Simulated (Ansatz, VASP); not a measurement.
# Two plane-wave programs on AlNi

File INCAR:

```
PREC     = Accurate       # precision mode
ENCUT    = 520            # plane-wave cutoff, eV
EDIFF    = 1E-6           # SCF threshold, eV
ISMEAR   = 0              # smearing method
SIGMA    = 0.1            # smearing width, eV
LREAL    = False          # projectors in reciprocal space
LASPH    = True           # aspherical terms in the spheres
NELM     = 150            # most SCF steps
ALGO     = Normal         # electronic algorithm
ISIF     = 2              # what is computed and relaxed
LWAVE    = False          # write WAVECAR
LCHARG   = True           # write CHGCAR
ISPIN    = 2              # spin polarisation
MAGMOM   = 0 1            # initial moments
LORBIT   = 11             # projections on sites
LMAXMIX  = 4              # l up to which the mixer works
GGA      = PS             # functional
LELF     = True           # ELF
LVHAR    = True         
NBANDS   = 18             # bands
```

Contents of KPOINTS:

```
Automatic mesh
0
Gamma
  10 10 9
```

Contents of POSCAR:

```
AlNi
1.0
    1.9704815186     -1.9852153526      0.0000000000
    1.9704815186      1.9852153526      0.0000000000
    0.0000000000      0.0000000000      3.1502494009
Al Ni
1 1
Direct
    0.0000000000      0.0000000000      0.0000000000
    0.5000000000      0.5000000000      0.5000000000
```

Input for Ansatz:

```yaml
crystal:
  lattice:
    - [1.9704815185788156, -1.9852153526266572, 0.0]
    - [1.9704815185788156, 1.9852153526266572, 0.0]
    - [0.0, 0.0, 3.150249400858516]
  atoms:
    - { symbol: Al, position: [0.0, 0.0, 0.0] }
    - { symbol: Ni, position: [0.5, 0.5, 0.5], spin: 1.0 }
basis:
  ecutwfc: 500.0
kpoints:
  mp_grid:
    grid: [10, 10, 9]
hamiltonian:
  xc: pbesol
magnetization:
  spin_polarized: true
scf:
  convergence:
    dr2_threshold: 1.0e-10
  occupations:
    method: gaussian
    width: 0.1
```

Alike in both runs: task single point; functional PBEsol; k mesh 10 × 10 × 9; occupations gaussian, width 0.1 eV; collinear spin.

|  | VASP | Ansatz |
| --- | --- | --- |
| version | VASP 6.6.1 | Ansatz 0.2.0 |
| potentials or method | VASP PAW PBE potentials, release 64 (Al, Ni), cutoff 520 eV | plane waves, PAW |
| valence electrons in the cell | 13 | 21 |

```tsv
	VASP	Ansatz	Ansatz less VASP
net moment per atom (μB)	0.00	0.00	0.000
```

VASP's potentials were made for PBE, not for PBEsol. VASP's potentials hold 13 valence electrons a cell and Ansatz's 21, so a difference there can come from the potentials and not from the codes. Ansatz's warnings: seeded moment not kept.
